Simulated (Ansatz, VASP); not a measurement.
# One calculation of Zr, two programs

POSCAR

```
Zr
1.0
   -1.7729387982      1.7729387982      1.7908472709
    1.7729387982     -1.7729387982      1.7908472709
    1.7729387982      1.7729387982     -1.7908472709
Zr
1
Direct
    0.0000000000      0.0000000000      0.0000000000
```

File INCAR.step1:

```
  ALGO = Normal
  EDIFF = 1E-4
  ENCUT = 520
  GGA = PE
  ISMEAR = -1
  LASPH = True
  LCHARG = False
  LREAL = False
  LWAVE = True
  NBANDS = 12
  NELM = 80
  PREC = Accurate
  SIGMA = 0.05
```

The input INCAR.step2:

```
  ALGO = Normal
  EDIFF = 1E-8
  ENCUT = 520
  ISIF = 2
  ISMEAR = -1
  ISTART = 1
  LASPH = True
  LCHARG = False
  LEFG = True
  LMIXTAU = True
  LREAL = False
  LWAVE = False
  METAGGA = R2SCAN
  NBANDS = 12
  NELM = 80
  PREC = Accurate
  SIGMA = 0.05
```

The input KPOINTS:

```
k-points
0
Gamma
  13 13 13
```

Input for Ansatz:

```yaml
crystal:
  lattice:
    - [-1.7729387982, 1.7729387982, 1.7908472709]
    - [1.7729387982, -1.7729387982, 1.7908472709]
    - [1.7729387982, 1.7729387982, -1.7908472709]
  atoms:
    - { symbol: Zr, position: [0.0, 0.0, 0.0] }
kpoints:
  mp_grid: { grid: [13, 13, 13] }
scf:
  occupations: { method: fermi_dirac, width: 0.05 }
hamiltonian:
  xc: r2scan
  pseudopotentials: { kind: all_electron, datasets: crystal }
output:
  forces: true
  stress: true
  eigenvalues: true
  efg: { contact_densities: true }
```

Change from the starting cell: x and y stretched by -1 %, z held, crystal datasets.

Alike in both runs: task electric field gradients; functional r2SCAN; k mesh 13 × 13 × 13; occupations fermi-dirac, width 0.05 eV; no spin polarisation.

|  | VASP | Ansatz |
| --- | --- | --- |
| version | VASP 6.6.1 | Ansatz 0.2.0 |
| potentials or method | VASP PAW PBE potentials, release 64 (Zr_sv), cutoff 520 eV | all-electron PAW with datasets made for the crystal, scalar-relativistic |

Ansatz gave:

* pressure (GPa): 1.7
* traceless stress, the component that is largest in VASP (GPa): 0.12
* size of Vzz on the site where it differs most (V/Å²): 0.8

Problem. What did VASP give for the same quantities?

Solution. Pressure (GPa): 1.7; traceless stress, the component that is largest in VASP (GPa): 0.11; size of Vzz on the site where it differs most (V/Å²): 0.9.

VASP's potentials were made for PBE, not for r2SCAN. Ansatz ran all-electron here, and VASP with PAW potentials.
